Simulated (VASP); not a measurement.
A run of VASP 6.6.1:

File INCAR:

```
SYSTEM = AgCl
ALGO     = Normal         ! electronic algorithm
EDIFF    = 1E-6           ! SCF threshold, eV
ENCUT    = 520            ! plane-wave cutoff, eV
ISIF     = 2              ! what is computed and relaxed
ISMEAR   = -1             ! smearing method
LASPH    = .TRUE.         ! aspherical terms in the spheres
LCHARG   = .FALSE.        ! write CHGCAR
LREAL    = .FALSE.        ! projectors in reciprocal space
LWAVE    = .FALSE.        ! write WAVECAR
NBANDS   = 16             ! bands
NELM     = 80             ! most SCF steps
PREC     = Accurate       ! precision mode
SIGMA    = 0.02           ! smearing width, eV
```

The input KPOINTS:

```
k-points
0
G
  8 8 8
  0 0 0
```

POSCAR

```
AgCl
1.0
    0.0000000000      2.6771196648      2.6771196648
    2.6771196648      0.0000000000      2.6771196648
    2.6771196648      2.6771196648      0.0000000000
Ag Cl
1 1
Direct
    0.0000000000      0.0000000000      0.0000000000
    0.5000000000      0.5000000000      0.5000000000
```

Potentials or basis: VASP PAW LDA potentials, release 64 (Ag, Cl).

Run with:

```console
$ cat potpaw_LDA.64/Ag/POTCAR potpaw_LDA.64/Cl/POTCAR > POTCAR
$ mpirun -np 1 vasp_std > vasp.out
```

Hardware: 1 thread of Intel(R) Xeon(R) Platinum 8559C (Emerald Rapids), with other jobs on the host.

Task: Estimate the wall time of this run.

Result: Run time: 7.4 s on 1 thread of Intel(R) Xeon(R) Platinum 8559C (Emerald Rapids) (shared host), peak memory 0.15 GiB. Counts: scf iterations 11, k points 29.
